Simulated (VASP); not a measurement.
# BaTiO3 (P4mm) in VASP: further runs

The runs below take BaTiO3 through single point, with revPBE+U.

Program: VASP 6.6.1. These are calculated values, not measurements. Logs are shortened: lines on timing, memory, paths and dates and some standing lists are left out, and cuts for length are marked.

## 1. The cell of the first run

The structure is tetragonal, space group P4mm (No. 99). Conventional cell: a = 3.932 Å, b = 3.932 Å, c = 3.950 Å, α = 90.00°, β = 90.00°, γ = 90.00°. Within 3.6 Å of Ba (site symmetry 4mm) lie 12 O at 2.74 to 2.83 Å and 8 Ti at 3.39 to 3.43 Å. Within 2.5 Å of Ti (site symmetry 4mm) lie 6 O at 1.86 to 2.09 Å. O (site symmetry 4mm) has 2 Ti at 1.86 to 2.09 Å within 2.5 Å. Within 2.6 Å of O (site symmetry 2mm) lie 2 Ti at 1.97 Å.

## 2. Single point, revPBE+U

Contents of INCAR:

```
ALGO = Normal
EDIFF = 1E-6
ENCUT = 520
GGA = RE
ISIF = 2
ISMEAR = 0
LASPH = True
LCHARG = False
LDAU = True
LDAUJ = 0 0.9 0
LDAUL = -1 2 -1
LDAUPRINT = 1
LDAUTYPE = 1
LDAUU = 0 3.9 0
LMAXMIX = 4
LREAL = False
LWAVE = False
NBANDS = 28
NELM = 150
PREC = Accurate
SIGMA = 0.01
```

Contents of KPOINTS:

```
k-points
0
Gamma
  5 5 5
```

Contents of POSCAR:

```
BaTiO3
1.0
    3.9319936805      0.0000000000      0.0000000000
    0.0000000000      3.9319936805      0.0000000000
    0.0000000000      0.0000000000      3.9498851463
Ba Ti O
1 1 3
Direct
    0.0000000000      0.0000000000      0.0000000000
    0.5000000000      0.5000000000      0.4900000000
    0.5000000000      0.5000000000      0.0190000000
    0.5000000000      0.0000000000      0.5170000000
    0.0000000000      0.5000000000      0.5170000000
```

Potentials or basis: VASP PAW PBE potentials, release 64 (Ba_sv, Ti_sv, O).

Launch:

```
> cat potpaw_PBE.64/Ba_sv/POTCAR potpaw_PBE.64/Ti_sv/POTCAR potpaw_PBE.64/O/POTCAR > POTCAR
> mpirun -np 1 vasp_std > vasp.out
```

OUTCAR:

```text
EDIFF = 1E-6
   ENCUT = 520
   GGA = RE
   ISIF = 2
   ISMEAR = 0
   LASPH = True
   LREAL = False
   NELM = 150
   PREC = Accurate

 ion  position               nearest neighbor table
   1  0.000  0.000  0.000-   4 2.74   5 2.74   5 2.74   4 2.74   3 2.78   3 2.78   3 2.78   3 2.78
                             4 2.83   5 2.83   5 2.83   4 2.83   2 3.39   2 3.39   2 3.39   2 3.39
   2  0.500  0.500  0.490-   3 1.86   4 1.97   5 1.97   4 1.97   5 1.97   3 2.09   1 3.39   1 3.39
                             1 3.39   1 3.39   1 3.43   1 3.43   1 3.43   1 3.43
   3  0.500  0.500  0.019-   2 1.86   2 2.09   1 2.78   1 2.78   1 2.78   1 2.78
   4  0.500  0.000  0.517-   2 1.97   2 1.97   1 2.74   1 2.74   1 2.83   1 2.83
   5  0.000  0.500  0.517-   2 1.97   2 1.97   1 2.74   1 2.74   1 2.83   1 2.83

  LATTYP: Found a simple tetragonal cell.
 ALAT       =     3.9319936805
 C/A-ratio  =     1.0045502275

  Lattice vectors:

 A1 = (   3.9319936805,   0.0000000000,   0.0000000000)
 A2 = (   0.0000000000,   3.9319936805,   0.0000000000)
 A3 = (   0.0000000000,   0.0000000000,   3.9498851463)

Analysis of symmetry for initial positions (statically):
=====================================================================
 Subroutine PRICEL returns:
 Original cell was already a primitive cell.

 Routine SETGRP: Setting up the symmetry group for a
 simple tetragonal supercell.

 Subroutine GETGRP returns: Found  8 space group operations
 (whereof  8 operations were pure point group operations)
 out of a pool of 16 trial point group operations.

The static configuration has the point symmetry C_4v.

Analysis of symmetry for dynamics (positions and initial velocities):
=====================================================================
 Subroutine PRICEL returns:
 Original cell was already a primitive cell.

 Routine SETGRP: Setting up the symmetry group for a
 simple tetragonal supercell.

 Subroutine GETGRP returns: Found  8 space group operations
 (whereof  8 operations were pure point group operations)
 out of a pool of 16 trial point group operations.

[... 153 lines left out ...]

spin component  2

  0.1091 -0.0000  0.0000 -0.0000  0.0000
 -0.0000  0.1154 -0.0000  0.0000 -0.0000
  0.0000 -0.0000  0.2563 -0.0000  0.0000
 -0.0000  0.0000 -0.0000  0.1154  0.0000
  0.0000 -0.0000  0.0000  0.0000  0.2485

 occupancies and eigenvectors

  o =  0.1091  v =  1.0000  0.0000  0.0000  0.0000  0.0000  0.0000  0.0000  0.0000  0.0000  0.0000      0.0000  0.0000  0.0000  0.0000  0.0000  0.0000  0.0000  0.0000  0.0000  0.0000
  o =  0.1091  v =  0.0000  0.0000  0.0000  0.0000  0.0000  1.0000  0.0000  0.0000  0.0000  0.0000      0.0000  0.0000  0.0000  0.0000  0.0000  0.0000  0.0000  0.0000  0.0000  0.0000
  o =  0.1154  v =  0.0000 -0.4023  0.0000  0.9155 -0.0000  0.0000  0.0000  0.0000  0.0000  0.0000      0.0000  0.0000  0.0000  0.0000  0.0000  0.0000  0.0000  0.0000  0.0000  0.0000
  o =  0.1154  v =  0.0000  0.0000  0.0000  0.0000  0.0000  0.0000 -0.4023  0.0000  0.9155 -0.0000      0.0000  0.0000  0.0000  0.0000  0.0000  0.0000  0.0000  0.0000  0.0000  0.0000
  o =  0.1154  v =  0.0000 -0.9155  0.0000 -0.4023  0.0000  0.0000  0.0000  0.0000  0.0000  0.0000      0.0000  0.0000  0.0000  0.0000  0.0000  0.0000  0.0000  0.0000  0.0000  0.0000
  o =  0.1154  v =  0.0000  0.0000  0.0000  0.0000  0.0000  0.0000 -0.9155  0.0000 -0.4023  0.0000      0.0000  0.0000  0.0000  0.0000  0.0000  0.0000  0.0000  0.0000  0.0000  0.0000
  o =  0.2485  v =  0.0000  0.0000 -0.0000  0.0000  1.0000  0.0000  0.0000  0.0000  0.0000  0.0000      0.0000  0.0000  0.0000  0.0000  0.0000  0.0000  0.0000  0.0000  0.0000  0.0000
  o =  0.2485  v =  0.0000  0.0000  0.0000  0.0000  0.0000  0.0000  0.0000 -0.0000  0.0000  1.0000      0.0000  0.0000  0.0000  0.0000  0.0000  0.0000  0.0000  0.0000  0.0000  0.0000
  o =  0.2563  v =  0.0000  0.0000  0.0000  0.0000  0.0000  0.0000 -0.0000 -1.0000  0.0000 -0.0000      0.0000  0.0000  0.0000  0.0000  0.0000  0.0000  0.0000  0.0000  0.0000  0.0000
  o =  0.2563  v =  0.0000 -0.0000 -1.0000  0.0000 -0.0000  0.0000  0.0000  0.0000  0.0000  0.0000      0.0000  0.0000  0.0000  0.0000  0.0000  0.0000  0.0000  0.0000  0.0000  0.0000

 number of electron      39.9999993 magnetization

 Free energy of the ion-electron system (eV)
  ---------------------------------------------------
  ext. energy  EPLUGINS =         0.00000000
  ---------------------------------------------------
  free energy    TOTEN  =       -35.82025221 eV

  energy without entropy =      -35.82025221  energy(sigma->0) =      -35.82025221

 E-fermi :   4.3387     XC(G=0): -11.3768

 val. band max:        4.2853226347   @ k =   0.4000   0.4000   0.4000
 cond. band min:       6.7146311268   @ k =   0.0000   0.0000   0.0000
 fundamental gap:      2.4293084921
 Fermi energy:         4.3386535441

 k-point     1 :       0.0000    0.0000    0.0000
  band No.  band energies     occupation
      1     -52.8262      2.00000
      2     -29.0098      2.00000
      3     -28.9740      2.00000
      4     -28.9740      2.00000
      5     -20.3360      2.00000
      6     -12.6900      2.00000
[... 547 lines left out ...]
     27      12.3945      0.00000
     28      12.5783      0.00000

------------------------ aborting loop because EDIFF is reached ----------------------------------------

  FORCE on cell =-STRESS in cart. coord.  units (eV):
  Direction    XX          YY          ZZ          XY          YZ          ZX
  --------------------------------------------------------------------------------------
  -------------------------------------------------------------------------------------
  Total        7.6674763      7.6674763      8.2427869      0.0000000     -0.0000000      0.0000000
  in kB      201.1652369    201.1652369    216.2591863      0.0000000     -0.0000000      0.0000000
  external PRESSURE =     206.1965534 kB  Pullay stress =       0.0000000 kB

 VOLUME and BASIS-vectors are now :
 -----------------------------------------------------------------------------
  energy-cutoff  :      520.00
  volume of cell :       61.07
      direct lattice vectors                 reciprocal lattice vectors
     3.931993681  0.000000000  0.000000000     0.254323908  0.000000000  0.000000000
     0.000000000  3.931993681  0.000000000     0.000000000  0.254323908  0.000000000
     0.000000000  0.000000000  3.949885146     0.000000000  0.000000000  0.253171918

 POSITION                                       TOTAL-FORCE (eV/Angst)
 -----------------------------------------------------------------------------------
      0.00000      0.00000      0.00000         0.000000      0.000000      0.131907
      1.96600      1.96600      1.93544         0.000000      0.000000      0.604645
      1.96600      1.96600      0.07505         0.000000     -0.000000     -0.515431
      1.96600      0.00000      2.04209         0.000000     -0.000000     -0.110560
      0.00000      1.96600      2.04209        -0.000000      0.000000     -0.110560
 -----------------------------------------------------------------------------------
    total drift:                                0.000000      0.000000      0.000491

  FREE ENERGIE OF THE ION-ELECTRON SYSTEM (eV)
  ---------------------------------------------------
  free  energy   TOTEN  =       -35.8202522061 eV

  energy  without entropy=      -35.8202522061  energy(sigma->0) =      -35.82025221
```

OSZICAR:

```text
N       E                     dE             d eps       ncg     rms          rms(c)
DAV:   1     0.445260736681E+03    0.44526E+03   -0.21125E+04  1008   0.157E+03
DAV:   2    -0.722130659119E-01   -0.44533E+03   -0.42516E+03  1148   0.436E+02
DAV:   3    -0.448830089572E+02   -0.44811E+02   -0.44425E+02  1368   0.135E+02
DAV:   4    -0.471678639314E+02   -0.22849E+01   -0.22806E+01  1544   0.261E+01
DAV:   5    -0.472235621872E+02   -0.55698E-01   -0.55683E-01  1324   0.337E+00    0.247E+01
DAV:   6    -0.355565875004E+02    0.11667E+02   -0.54587E+01  1464   0.698E+01    0.927E+00
DAV:   7    -0.358238214418E+02   -0.26723E+00   -0.68194E+00  1276   0.164E+01    0.628E+00
DAV:   8    -0.358264641318E+02   -0.26427E-02   -0.10366E+00  1204   0.924E+00    0.197E+00
DAV:   9    -0.358248950379E+02    0.15691E-02   -0.16264E-01  1256   0.358E+00    0.927E-01
DAV:  10    -0.358283876601E+02   -0.34926E-02   -0.91665E-02  1140   0.199E+00    0.857E-01
DAV:  11    -0.358202902381E+02    0.80974E-02   -0.34716E-02  1304   0.175E+00    0.123E-01
DAV:  12    -0.358201892259E+02    0.10101E-03   -0.19303E-03  1216   0.441E-01    0.474E-02
DAV:  13    -0.358202615525E+02   -0.72327E-04   -0.24416E-04  1344   0.108E-01    0.321E-02
DAV:  14    -0.358202568046E+02    0.47479E-05   -0.54483E-05  1372   0.514E-02    0.189E-02
DAV:  15    -0.358202534370E+02    0.33675E-05   -0.64055E-06  1252   0.191E-02    0.998E-03
DAV:  16    -0.358202526479E+02    0.78914E-06   -0.11846E-05  1408   0.230E-02    0.662E-03
DAV:  17    -0.358202522061E+02    0.44183E-06   -0.31531E-06   980   0.117E-02
   1 F= -.35820252E+02 E0= -.35820252E+02  d E =-.160495E-15
```

stdout:

```text
POSCAR found type information on POSCAR BaTiO
 POSCAR found :  3 types and       5 ions
 scaLAPACK will be used
 -----------------------------------------------------------------------------
|                                                                             |
|                                                                             |
|     You enforced a specific xc type in the INCAR file but a different       |
|     I HOPE YOU KNOW WHAT YOU ARE DOING!                                     |
|                                                                             |
 -----------------------------------------------------------------------------

 LDA part: xc-table for (Slater+PW92), standard interpolation
 POSCAR, INCAR and KPOINTS ok, starting setup
 FFT: planning ... GRIDC
 FFT: planning ... GRID_SOFT
 FFT: planning ... GRID
 WAVECAR not read
 entering main loop
```

It took 21 s on 1 thread of Intel Xeon Platinum 8559C (Emerald Rapids), shared host; peak memory 0.18 GiB.

Results:

```yaml
Free_energy: -35.8203 eV
Pressure: 20.6 GPa
Largest_force: 0.605 eV/Å
Band_gap_on_the_k_mesh: 2.43 eV, indirect (least direct gap 2.52 eV)
```

Forces on the atoms (eV/Å):
```
Ba   0.000  0.000  0.132
Ti   0.000  0.000  0.605
O    0.000  0.000 -0.515
O    0.000  0.000 -0.111
O    0.000  0.000 -0.111
```

Eigenvalues of the final occupation matrices:
| site | spin | trace | eigenvalues |
| --- | --- | --- | --- |
| site 2 d | 1 | 0.84 | 0.11 0.12 0.12 0.25 0.26 |
| site 2 d | 2 | 0.84 | 0.11 0.12 0.12 0.25 0.26 |

Caveat: the PAW data sets were made with another functional, which shifts forces and pressure a little; spin-orbit coupling is left out, which moves the levels of the heavy elements. A k mesh can miss the band edges.

(Part 1 of 2 ends here.)
